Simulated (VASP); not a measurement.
A run of VASP 6.6.1 is set up as follows.

Contents of INCAR:

```
PREC = Accurate ; ENCUT = 600
EDIFF = 1E-6 ; ISMEAR = 0
SIGMA = 0.1 ; LREAL = False
LASPH = True ; NELM = 60
ALGO = Normal ; ISIF = 3
LWAVE = False ; LCHARG = False
GGA = PE ; IBRION = 2
NSW = 90 ; EDIFFG = -0.04
```

The input KPOINTS:

```
Automatic mesh
0
Gamma
  4 4 4
```

Contents of POSCAR:

```
ZrSc3F2
1.0
    4.0903586600      0.0000000000      0.0000000000
    0.0000000000      4.3954802000      0.0000000000
    0.0000000000      0.0000000000      5.2669130700
Zr Sc F
1 3 2
Direct
    0.5000000000      0.0000000000      0.0000000000
    0.0000000000      0.0000000000      0.2237959700
    0.0000000000      0.0000000000      0.7762040300
    0.0000000000      0.5000000000      0.0000000000
    0.5000000000      0.8671070800      0.5000000000
    0.5000000000      0.1328929200      0.5000000000
```

Potentials or basis: VASP PAW PBE potentials, release 64 (Zr_sv, Sc_sv, F).

Command:

```bash
$ cat potpaw_PBE.64/Zr_sv/POTCAR potpaw_PBE.64/Sc_sv/POTCAR potpaw_PBE.64/F/POTCAR > POTCAR
$ mpirun -np 1 vasp_std > vasp.out
```

Question: Predict the space group after relaxing (to 0.1 Å).

Answer: Pmmm (No. 47).

Question: Predict the band gap on the k mesh.

Answer: Zero (an odd number of electrons rules out a gap without spin polarisation).

Question: What does it give for the relaxed volume?

Answer: 19.96 Å³/atom.

Final structure:
```xyz
6
Lattice="3.0636 0.0000 0.0000 0.0000 5.1320 0.0000 0.0000 0.0000 7.6162" Properties=species:S:1:pos:R:3 pbc="T T T"
Zr    1.5318    0.0000    0.0000
Sc    0.0000    0.0000    2.4642
Sc    0.0000    0.0000    5.1520
Sc    0.0000    2.5660    0.0000
F     1.5318    3.9679    3.8081
F     1.5318    1.1641    3.8081
```

Caveat: the k points lie up to 0.51 Å⁻¹ apart in the final cell, too coarse for converged energies and pressures of a metal; the standard files for N, O and F lose accuracy on very short bonds; the volume moved by over 15 % at a fixed basis, so the end points are rough; an odd number of electrons without spin polarisation forces a metal; a magnetic or distorted state may lie lower.
